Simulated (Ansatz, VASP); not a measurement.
# One calculation of Ir, two programs

The input INCAR:

```
PREC = Accurate ; ENCUT = 520
EDIFF = 1E-7 ; ISMEAR = 1
SIGMA = 0.1 ; LREAL = F
LASPH = T ; NELM = 80
ALGO = Normal ; ISIF = 2
LWAVE = F ; LCHARG = F
GGA = PS ; NBANDS = 16
```

Contents of KPOINTS:

```
regular mesh
0
Gamma
  14 14 8
```

The input POSCAR:

```
Ir
1.0
    2.7513800000      0.0000000000      0.0000000000
   -1.3756900000      2.3827600000      0.0000000000
    0.0000000000      0.0000000000      4.4622900000
Ir
2
Direct
    0.6666666667      0.3333333333      0.7500000000
    0.3333333333      0.6666666667      0.2500000000
```

Input for Ansatz:

```yaml
crystal:
  lattice:
    - [2.75138, 0.0, 0.0]
    - [-1.37569, 2.38276, 0.0]
    - [0.0, 0.0, 4.46229]
  atoms:
    - { symbol: Ir, position: [0.6666666666666666, 0.3333333333333333, 0.75] }
    - { symbol: Ir, position: [0.3333333333333333, 0.6666666666666666, 0.25] }
basis:
  ecutwfc: 510.0
kpoints:
  mp_grid:
    grid: [14, 14, 8]
hamiltonian:
  xc: pbesol
  pseudopotentials:
    kind: paw
scf:
  occupations:
    method: cold
    width: 0.1
output:
  stress: true
```

Alike in both runs: task single point; functional PBEsol; k mesh 14 × 14 × 8; no spin polarisation.

|  | VASP | Ansatz |
| --- | --- | --- |
| version | VASP 6.6.1 | Ansatz 0.2.0 |
| potentials or method | VASP PAW PBE potentials, release 64 (Ir), cutoff 520 eV | plane waves, PAW |
| occupations | methfessel-paxton of order 1, width 0.1 eV | cold, width 0.1 eV |
| valence electrons in the cell | 18 | 34 |

```tsv
	VASP	Ansatz	Ansatz less VASP
pressure (GPa)	-11.8	-12.5	-0.77
traceless stress, the component that is largest in VASP (GPa)	-0.17	-0.23	-0.056
```

VASP's potentials were made for PBE, not for PBEsol. VASP's potentials hold 18 valence electrons a cell and Ansatz's 34, so a difference there can come from the potentials and not from the codes.

Neither program's run includes spin-orbit coupling.
